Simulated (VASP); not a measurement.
# V2Cr (Fd-3m) in VASP: notebook, part 2 of 2

VASP 6.6.1. Earlier steps stand in the parts before.

**3. Relaxation of cell and atoms, PBE**

This run uses another cell than the first one, of 12.62 Å³/atom, 0.949 times its volume.

Input file INCAR:

```
SYSTEM = V2Cr
PREC = Accurate ; ENCUT = 600
EDIFF = 1E-6 ; ISMEAR = 0
SIGMA = 0.1 ; LREAL = .FALSE.
LASPH = .TRUE. ; NELM = 80
ALGO = Normal ; ISIF = 3
LWAVE = .FALSE. ; LCHARG = .FALSE.
GGA = PE ; IBRION = 2
NSW = 90 ; EDIFFG = -0.04
```

Input file KPOINTS:

```
Automatic mesh
0
G
  4 4 4
  0 0 0
```

Input file POSCAR:

```
V2Cr
1.0
    0.0000000000      3.3575562554      3.3575562554
    3.3575562554      0.0000000000      3.3575562554
    3.3575562554      3.3575562554      0.0000000000
V Cr
4 2
Direct
    0.6250000000      0.6250000000      0.6250000000
    0.1250000000      0.6250000000      0.6250000000
    0.6250000000      0.6250000000      0.1250000000
    0.6250000000      0.1250000000      0.6250000000
    0.0000000000      0.0000000000      0.0000000000
    0.2500000000      0.2500000000      0.2500000000
```

Potentials or basis: VASP PAW PBE potentials, release 64 (V_sv, Cr_pv).

On the command line:

```sh
cat potpaw_PBE.64/V_sv/POTCAR potpaw_PBE.64/Cr_pv/POTCAR > POTCAR
mpirun -np 1 vasp_std > vasp.out
```

OUTCAR:

```text
SYSTEM = V2Cr
   PREC = Accurate
   ENCUT = 600
   EDIFF = 1E-6
   ISMEAR = 0
   LREAL = .FALSE.
   LASPH = .TRUE.
   NELM = 80
   ISIF = 3
   GGA = PE
   IBRION = 2
   NSW = 90
   EDIFFG = -0.04

 ion  position               nearest neighbor table
   1  0.625  0.625  0.625-   2 2.37   3 2.37   4 2.37   3 2.37   4 2.37   2 2.37   6 2.78   5 2.78
                             6 2.78   5 2.78   6 2.78   5 2.78
   2  0.125  0.625  0.625-   1 2.37   3 2.37   4 2.37   1 2.37   3 2.37   4 2.37   5 2.78   6 2.78
                             5 2.78   5 2.78   6 2.78   6 2.78
   3  0.625  0.625  0.125-   1 2.37   1 2.37   2 2.37   4 2.37   4 2.37   2 2.37   6 2.78   5 2.78
                             6 2.78   5 2.78   6 2.78   5 2.78
   4  0.625  0.125  0.625-   1 2.37   3 2.37   1 2.37   2 2.37   3 2.37   2 2.37   5 2.78   6 2.78
                             5 2.78   6 2.78   6 2.78   5 2.78
   5  0.000  0.000  0.000-   3 2.78   4 2.78   2 2.78   3 2.78   2 2.78   4 2.78   2 2.78   3 2.78
                             4 2.78   1 2.78   1 2.78   1 2.78   6 2.91   6 2.91   6 2.91   6 2.91
   6  0.250  0.250  0.250-   2 2.78   3 2.78   4 2.78   2 2.78   4 2.78   2 2.78   3 2.78   3 2.78
                             4 2.78   1 2.78   1 2.78   1 2.78   5 2.91   5 2.91   5 2.91   5 2.91

  LATTYP: Found a face centered cubic cell.
 ALAT       =     6.7151125108

  Lattice vectors:

 A1 = (   0.0000000000,   3.3575562554,   3.3575562554)
 A2 = (   3.3575562554,   0.0000000000,   3.3575562554)
 A3 = (   3.3575562554,   3.3575562554,   0.0000000000)

Analysis of symmetry for initial positions (statically):
=====================================================================
 Subroutine PRICEL returns:
 Original cell was already a primitive cell.

 Routine SETGRP: Setting up the symmetry group for a
 face centered cubic supercell.

 Subroutine GETGRP returns: Found 48 space group operations
 (whereof 24 operations were pure point group operations)
 out of a pool of 48 trial point group operations.

The static configuration has the point symmetry T_d .
 The point group associated with its full space group is O_h .

Analysis of symmetry for dynamics (positions and initial velocities):
=====================================================================
 Subroutine PRICEL returns:
 Original cell was already a primitive cell.

 Routine SETGRP: Setting up the symmetry group for a
 face centered cubic supercell.

 Subroutine GETGRP returns: Found 48 space group operations
 (whereof 24 operations were pure point group operations)
 out of a pool of 48 trial point group operations.

The dynamic configuration has the point symmetry T_d .
 The point group associated with its full space group is O_h .

 Subroutine INISYM returns: Found 48 space group operations
 (whereof 24 operations are pure point group operations),
 and found     1 'primitive' translations

----------------------------------------------------------------------------------------

                                     Primitive cell

  volume of cell :      75.7007

  direct lattice vectors                    reciprocal lattice vectors
     0.000000000  3.357556255  3.357556255    -0.148917832  0.148917832  0.148917832
     3.357556255  0.000000000  3.357556255     0.148917832 -0.148917832  0.148917832
     3.357556255  3.357556255  0.000000000     0.148917832  0.148917832 -0.148917832

  length of vectors
     4.748301593  4.748301593  4.748301593     0.257933252  0.257933252  0.257933252

  position of ions in fractional coordinates (direct lattice)
     0.625000000  0.625000000  0.625000000
     0.125000000  0.625000000  0.625000000
     0.625000000  0.625000000  0.125000000
     0.625000000  0.125000000  0.625000000
     0.000000000  0.000000000  0.000000000
     0.250000000  0.250000000  0.250000000

  ion indices of the primitive-cell ions
   primitive index   ion index
                 1           1
                 2           2
                 3           3
                 4           4
                 5           5
                 6           6

----------------------------------------------------------------------------------------

 KPOINTS: Automatic mesh

Automatic generation of k-mesh.
 Grid dimensions read from file:
 generate k-points for:    4    4    4

 Generating k-lattice:

  Cartesian coordinates                     Fractional coordinates (reciprocal lattice)
    -0.037229458  0.037229458  0.037229458     0.250000000  0.000000000  0.000000000
     0.037229458 -0.037229458  0.037229458     0.000000000  0.250000000  0.000000000
     0.037229458  0.037229458 -0.037229458     0.000000000  0.000000000  0.250000000

  Length of vectors
     0.064483313  0.064483313  0.064483313

  Shift w.r.t. Gamma in fractional coordinates (k-lattice)
     0.000000000  0.000000000  0.000000000

 Subroutine IBZKPT returns following result:
 ===========================================

 Found      8 irreducible k-points:

 Following reciprocal coordinates:
            Coordinates               Weight
  0.000000  0.000000  0.000000      1.000000
  0.250000  0.000000  0.000000      8.000000
  0.500000  0.000000  0.000000      4.000000
  0.250000  0.250000  0.000000      6.000000
  0.500000  0.250000  0.000000     24.000000
 -0.250000  0.250000  0.000000     12.000000
  0.500000  0.500000  0.000000      3.000000
 -0.250000  0.500000  0.250000      6.000000
   k-points           NKPTS =      8   k-points in BZ     NKDIM =      8   number of bands    NBANDS=     45
   number of dos      NEDOS =    301   number of ions     NIONS =      6
   total plane-waves  NPLWV =  64000
   dimension x,y,z NGX =    40 NGY =   40 NGZ =   40
   dimension x,y,z NGXF=    80 NGYF=   80 NGZF=   80
   ions per type =               4   2
   NGX,Y,Z   is equivalent  to a cutoff of  14.00, 14.00, 14.00 a.u.
   NGXF,Y,Z  is equivalent  to a cutoff of  28.01, 28.01, 28.01 a.u.
 SYSTEM =  V2Cr
   PREC   = accura    normal or accurate (medium, high low for compatibility)
   ISTART =      0    job   : 0-new  1-cont  2-samecut
   ICHARG =      2    charge: 1-file 2-atom 10-const
   ISPIN  =      1    spin polarized calculation?
   LNONCOLLINEAR =      F non collinear calculations
   LSORBIT =      F    spin-orbit coupling
   LASPH  =      T    aspherical Exc in radial PAW
   ENCUT  =  600.0 eV  44.10 Ry    6.64 a.u.   9.48  9.48  9.48*2*pi/ulx,y,z
   NELM   =     80;   NELMIN=  2; NELMDL= -5     # of ELM steps
   EDIFF  = 0.1E-05   stopping-criterion for ELM
   LREAL  =      F    real-space projection
   EDIFFG = -.4E-01   stopping-criterion for IOM
   NSW    =     90    number of steps for IOM
   IBRION =      2    ionic relax: 0-MD 1-quasi-New 2-CG
   NFREE  =      1    steps in history (QN), initial steepest desc. (CG)
   ISIF   =      3    stress and relaxation
   ISYM   =      2    0-nonsym 1-usesym 2-fastsym
   POTIM  = 0.5000    time-step for ionic-motion
   TEBEG  =    0.0;   TEEND  =   0.0 temperature during run
   PSTRESS=    0.0 pullay stress
   NELECT =      76.0000    total number of electrons
   NUPDOWN=      -1.0000    fix difference up-down
   EMIN   =  10.00;   EMAX   =-10.00  energy-range for DOS
   EFERMI =   0.00;   METHOD = LEGACY
   ISMEAR =     0;   SIGMA  =   0.10  broadening in eV -4-tet -1-fermi 0-gaus
   EFERMI_NEDOS =   21; number of points for ismear=-14 and -15
   IALGO  =     38    algorithm
   IMIX   =      4    mixing-type and parameters
     AMIX     =   0.40;   BMIX     =  1.00
     AMIX_MAG =   1.60;   BMIX_MAG =  1.00
  volume/ion in A,a.u.               =      12.62        85.14
  Fermi-wavevector in a.u.,A,eV,Ry     =   1.639253  3.097740 36.560914  2.687151
  Thomas-Fermi vector in A             =   2.730090
   LORBIT       =      0    0 simple, 1 ext, 2 COOP (PROOUT), +10 PAW based schemes
   GGA     = PE    functional components
   LHFCALC =     F    Hartree Fock is set to
   AEXX    =    0.0000 exact exchange contribution
   IVDW    =     0    specifies the selected vdW correction
   LEPSILON=     F    determine dielectric tensor
   LRPA    =     F    only Hartree local field effects (RPA)
 conjugate gradient relaxation of ions
 non-spin polarized calculation
 Gauss-broadening in eV      SIGMA  =   0.10
  energy-cutoff  :      600.00
  volume of cell :       75.70
 maximum number of plane-waves:      2565
 NGX is ok and might be reduce to    40
   NGX = 19   NGY = 19   NGZ = 19

--------------------------------------- Ionic step        1  -------------------------------------------

 number of electron      75.9999979 magnetization

 Free energy of the ion-electron system (eV)
  ---------------------------------------------------
  ext. energy  EPLUGINS =         0.00000000
  ---------------------------------------------------
  free energy    TOTEN  =       -53.13006577 eV

  energy without entropy =      -53.08569753  energy(sigma->0) =      -53.10788165

 E-fermi :  10.2635     XC(G=0): -13.2036

 val. band max:       10.1930722146   @ k =   0.5000   0.0000   0.0000
 cond. band min:      10.2756414489   @ k =  -0.2500   0.5000   0.2500
 fundamental gap:      0.0825692343
 Fermi energy:        10.2635172791

 k-point     1 :       0.0000    0.0000    0.0000
  band No.  band energies     occupation
      1     -53.6600      2.00000
      2     -53.2164      2.00000
      3     -53.2164      2.00000
      4     -53.2164      2.00000
      5     -32.7884      2.00000
      6     -32.7884      2.00000
[... 452 lines left out ...]
--------------------------------------- Ionic step        3  -------------------------------------------

 number of electron      76.0000033 magnetization

 Free energy of the ion-electron system (eV)
  ---------------------------------------------------
  ext. energy  EPLUGINS =         0.00000000
  ---------------------------------------------------
  free energy    TOTEN  =       -53.27105487 eV

  energy without entropy =      -53.22461653  energy(sigma->0) =      -53.24783570

 E-fermi :   9.5549     XC(G=0): -12.8999

 val. band max:        9.4695531287   @ k =  -0.2500   0.2500   0.0000
 cond. band min:       9.5640576455   @ k =  -0.2500   0.5000   0.2500
 fundamental gap:      0.0945045168
 Fermi energy:         9.5549433418

 k-point     1 :       0.0000    0.0000    0.0000
  band No.  band energies     occupation
      1     -54.3802      2.00000
      2     -54.0157      2.00000
      3     -54.0157      2.00000
      4     -54.0157      2.00000
      5     -33.5201      2.00000
      6     -33.5201      2.00000
[... 406 lines left out ...]
  FREE ENERGIE OF THE ION-ELECTRON SYSTEM (eV)
  ---------------------------------------------------
  free  energy   TOTEN  =       -53.2710548746 eV

  energy  without entropy=      -53.2246165313  energy(sigma->0) =      -53.24783570

 reached required accuracy - stopping structural energy minimisation
```

It took 1.8 min on 1 thread of Intel Xeon Platinum 8488C (Sapphire Rapids), shared host; peak memory 0.26 GiB.

What came out:

```
Free energy                            : -53.2711 eV
Relaxed volume                         : 13.33 Å³/atom
Relaxed cell                           : a = 4.836 Å, b = 4.836 Å, c = 4.836 Å, α = 60.00°, β = 60.00°, γ = 60.00°
Space group after relaxing (to 0.05 Å) : Fd-3m (No. 227)
Energy gained by relaxing              : 23.5 meV/atom
Ionic steps                            : 3
Pressure after relaxing                : -0.3 GPa
Band gap on the k mesh                 : zero (band 38 reaches 9.83 eV, above the bottom of band 39 at 9.56 eV)
```

The path:
```
step  energy change (eV)  largest force (eV/Å)  pressure (GPa)  volume (Å³)
   1              0.0000                0.0000           11.25        75.70
   2              0.0852                0.0000          -11.51        85.83
   3             -0.1410                0.0000           -0.27        79.97
```

Final structure:
```xyz
6
Lattice="0.0000 3.4196 3.4196 3.4196 0.0000 3.4196 3.4196 3.4196 0.0000" Properties=species:S:1:pos:R:3 pbc="T T T"
V     4.2745    4.2745    4.2745
V     4.2745    2.5647    2.5647
V     2.5647    2.5647    4.2745
V     2.5647    4.2745    2.5647
Cr    0.0000    0.0000    0.0000
Cr    1.7098    1.7098    1.7098
```

Caveat: the k points lie up to 0.40 Å⁻¹ apart in the final cell. Spin polarisation is off, so any magnetic state and its effect on volume and gap are missing.
